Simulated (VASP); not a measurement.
ZnO:

```xyz
4
Lattice="3.1254 0.0000 0.0000 -1.5627 2.7067 0.0000 0.0000 0.0000 5.2185" Properties=species:S:1:pos:R:3 pbc="T T T"
Zn    0.0000    0.0000    0.0372
Zn    0.0000    1.8045    2.6465
O     0.0000    0.0000    1.9197
O     0.0000    1.8045    4.5289
```

```yaml
Program: VASP 6.6.1
Task: relaxation of cell and atoms
Functional: PBE
Potentials_or_basis: VASP PAW PBE potentials, release 64 (Zn, O)
Cutoff: 600 eV
k_mesh: 6 × 6 × 4
Occupations: gaussian, width 0.1 eV
Spin: no spin polarisation
```

At the start: pressure 19.2 GPa; volume 11.04 Å³/atom.

Question: How do energy, volume and symmetry change on relaxing?

Answer: Over 7 steps the energy falls by 81.7 meV/atom and the volume is 12.37 Å³/atom (+12.1 %); space group P6_3mc (No. 186, to 0.1 Å) before and after.

The path:
```tsv
step	energy change (eV)	largest force (eV/Å)	pressure (GPa)	volume (Å³)
1	0.0000	0.4912	19.24	44.15
2	-0.2068	0.0236	-7.68	53.16
3	-0.3038	0.0835	0.07	49.51
4	-0.3138	0.1415	-0.24	49.67
5	-0.3176	0.2095	-0.55	49.84
6	-0.3246	0.1006	-0.11	49.66
7	-0.3267	0.0037	0.38	49.47
```

Final structure:
```yaml
crystal:
  lattice:
    - [3.28327, 0.00000, 0.00000]
    - [-1.64164, 2.84340, 0.00000]
    - [0.00000, 0.00000, 5.29940]
  atoms:
    - { symbol: Zn, position: [0.00000, 0.00000, 0.99792] }
    - { symbol: Zn, position: [0.33333, 0.66667, 0.49792] }
    - { symbol: O, position: [0.00000, 0.00000, 0.37708] }
    - { symbol: O, position: [0.33333, 0.66667, 0.87708] }
```
